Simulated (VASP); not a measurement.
Here is a VASP 6.6.1 calculation.

Contents of INCAR:

```
ALGO = Normal ; EDIFF = 1E-6
ENCUT = 500 ; GGA = PE
GGA_COMPAT = F ; ISIF = 2
ISMEAR = 0 ; LASPH = T
LCHARG = F ; LREAL = F
LWAVE = F ; NBANDS = 18
NELM = 120 ; PREC = Accurate
SIGMA = 0.2
```

Contents of KPOINTS:

```
k-points
0
Gamma
  4 4 4
```

POSCAR

```
Si4B
1.0
    4.5535017375      0.0000000000      0.0000000000
    0.0000000000      4.5535017375      0.0000000000
    0.0000000000      0.0000000000      4.5535017375
Si B
4 1
Direct
    0.5000000000      0.5000000000      0.5000000000
    0.0000000000      0.5000000000      0.5000000000
    0.5000000000      0.0000000000      0.5000000000
    0.5000000000      0.5000000000      0.0000000000
    0.0000000000      0.0000000000      0.0000000000
```

Potentials or basis: VASP PAW PBE potentials, release 64 (Si, B).

The run is started by

```sh
$ cat potpaw_PBE.64/Si/POTCAR potpaw_PBE.64/B/POTCAR > POTCAR
$ mpirun -np 1 vasp_std > vasp.out
```

(1) Estimate the pressure.

## Answers

(1) 0.3 GPa.
